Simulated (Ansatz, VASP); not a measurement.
# One calculation of TePb2, two programs

INCAR

```
SYSTEM = TePb2
ALGO = Normal
EDIFF = 1E-6
EDIFFG = -0.04
ENCUT = 600
GGA = PE
IBRION = 2
ISIF = 3
ISMEAR = 0
LASPH = .TRUE.
LCHARG = .FALSE.
LREAL = .FALSE.
LWAVE = .FALSE.
NELM = 80
NSW = 90
PREC = Accurate
SIGMA = 0.1
```

The input KPOINTS:

```
k-points
0
G
  4 4 4
  0 0 0
```

File POSCAR:

```
TePb2
1.0
    0.0000000000      3.5908039401      3.5908039401
    3.5908039401      0.0000000000      3.5908039401
    3.5908039401      3.5908039401      0.0000000000
Te Pb
1 2
Direct
    0.0000000000      0.0000000000      0.0000000000
    0.2500000000      0.2500000000      0.2500000000
    0.7500000000      0.7500000000      0.7500000000
```

Input for Ansatz:

```yaml
crystal:
  lattice:
    - [0.0, 3.5908039401, 3.5908039401]
    - [3.5908039401, 0.0, 3.5908039401]
    - [3.5908039401, 3.5908039401, 0.0]
  atoms:
    - { symbol: Te, position: [0.0, 0.0, 0.0] }
    - { symbol: Pb, position: [0.25, 0.25, 0.25] }
    - { symbol: Pb, position: [0.75, 0.75, 0.75] }
basis:
  ecutwfc: 420
kpoints:
  mp_grid: { grid: [4, 4, 4] }
hamiltonian:
  xc: pbe
scf:
  occupations: { method: gaussian, width: 0.1 }
  lower_state_search: "off"
output:
  forces: true
  stress: true
  eigenvalues: true
relax:
  adjacent_minimum: "off"
  f_tol: 0.04
  max_steps: 70
  cell: { stress_tol: 0.4 }
```

Alike in both runs: task relaxation of cell and atoms; functional PBE; k mesh 4 × 4 × 4; occupations gaussian, width 0.1 eV; no spin polarisation.

|  | VASP | Ansatz |
| --- | --- | --- |
| version | VASP 6.6.1 | Ansatz 0.2.0 |
| potentials or method | VASP PAW PBE potentials, release 64 (Te, Pb_d), cutoff 600 eV | scalar-relativistic, plane waves, PAW |
| valence electrons in the cell | 34 | 44 |

VASP gave:

- gap on the k mesh at the Fermi level, each at its own relaxed structure (eV): none
- relaxed volume (Å³/atom): 37.75
- relaxed cell length with the largest relative difference (Å): 5.431

**Question.** Which values does Ansatz return?

**Answer.** gap on the k mesh at the Fermi level, each at its own relaxed structure (eV): none; relaxed volume (Å³/atom): 37.81; relaxed cell length with the largest relative difference (Å): 5.433.

A gap of «none» marks a metal or a gap that the smearing closes. VASP's potentials hold 34 valence electrons a cell and Ansatz's 44, so a difference there can come from the potentials and not from the codes.

The k mesh is coarse, so the values compare programs but aren't converged. Spin-orbit coupling is off throughout. Noted on VASP's run: the volume moved by over 15 % at a fixed basis, so the end points are rough.
